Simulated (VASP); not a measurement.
Crystal: Ge.

```
Ge
1.0
    -2.57449    2.57449    1.39741
     2.57449   -2.57449    1.39741
     2.57449    2.57449   -1.39741
Ge
2
Direct
  0.50000 0.50000 0.00000
  0.25000 0.75000 0.50000
```

Base run:

* Program: VASP 6.6.1
* Functional: revPBE
* Potentials or basis: VASP PAW PBE potentials, release 64 (Ge_d)
* Cutoff: 520 eV
* k mesh: 11 × 11 × 11
* Occupations: fermi-dirac, width 0.05 eV
* Spin: no spin polarisation

Its results: band gap on the k mesh zero (band 14 reaches 8.63 eV, above the bottom of band 15 at 3.90 eV); pressure 4.3 GPa.

Problem. The run is repeated on the same cell with these changes: functional from revPBE to RPBE. What comes out?

Solution. Band gap on the k mesh zero (band 14 reaches 8.67 eV, above the bottom of band 15 at 3.93 eV); pressure 4.8 GPa.

Caveats: the PAW data sets were made with another functional, which shifts forces and pressure a little.
